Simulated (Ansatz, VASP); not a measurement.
## HfN in VASP and in Ansatz

```
CELL_PARAMETERS angstrom
0.00000 2.45482 2.45482
2.45482 0.00000 2.45482
2.45482 2.45482 0.00000
ATOMIC_POSITIONS crystal
Hf 0.00000 0.00000 0.00000
N 0.25000 0.25000 0.25000
```

Alike in both runs: task relaxation of cell and atoms; functional PBEsol; k mesh 9 × 9 × 9; occupations fermi-dirac, width 0.05 eV; no spin polarisation.

```csv
,VASP,Ansatz
version,VASP 6.6.1,Ansatz 0.2.0
potentials or method,"VASP PAW PBE potentials, release 64 (Hf_pv, N)",Ansatz PAW
plane-wave cutoff (eV),600,420
valence electrons in the cell,15,31
```

Ansatz gave:

* gap on the k mesh at the Fermi level, each at its own relaxed structure (eV): none
* relaxed volume (Å³/atom): 14.41
* relaxed cell length with the largest relative difference (Å): 3.441

What did VASP give for the same quantities?

gap on the k mesh at the Fermi level, each at its own relaxed structure (eV): none; relaxed volume (Å³/atom): 14.35; relaxed cell length with the largest relative difference (Å): 3.437.

VASP's potentials were made for PBE, not for PBEsol. A gap of «none» marks a metal or a gap that the smearing closes. VASP's potentials hold 15 valence electrons a cell and Ansatz's 31, so a difference there can come from the potentials and not from the codes.

Spin-orbit coupling is off throughout. Noted on Ansatz's run: the plane-wave basis is chosen anew once the cell has moved, so the energies of steps on either side of that aren't comparable.
